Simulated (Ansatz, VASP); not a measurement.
SnO: VASP beside Ansatz

```
Sn O
1.0
     3.95642    0.00000    0.00000
     0.00000    3.95642    0.00000
     0.00000    0.00000    4.75058
Sn O
2 2
Cartesian
  -0.2413 1.9782 1.1519
  2.2195 0.0000 3.5987
  0.0365 0.0000 0.0000
  1.9417 1.9782 0.0000
```

Change from the starting cell: mode 4 frozen in at -0.232 Å, equal normal strain along x and y +0.0400.

Alike in both runs: task single point; functional PBEsol; k mesh 10 × 10 × 8; occupations gaussian, width 0.15 eV; no spin polarisation.

```csv
,VASP,Ansatz
version,VASP 6.6.1,Ansatz 0.2.0
potentials or method,"VASP PAW PBE potentials, release 64 (Sn_d, O), cutoff 520 eV","scalar-relativistic, plane waves, PAW"
valence electrons in the cell,40,40
```

|  | VASP | Ansatz | Ansatz less VASP |
| --- | --- | --- | --- |
| gap on the k mesh at the Fermi level (eV) | 0.45 | 0.45 | -0.005 |
| least direct gap on the mesh (eV) | 1.76 | 1.77 | +0.010 |
| pressure (GPa) | -4.5 | -4.7 | -0.22 |
| traceless stress, the component that is largest in VASP (GPa) | 4.24 | 4.06 | -0.176 |
| rms of the force components (eV/Å) | 0.457 | 0.457 | -0.0001 |

VASP's potentials were made for PBE, not for PBEsol, and Ansatz warns of the same on its side. Atom by atom the forces differ by 0.038 eV/Å (rms over components). With one functional, cell and mesh, what is left measures potentials, basis and numerics.
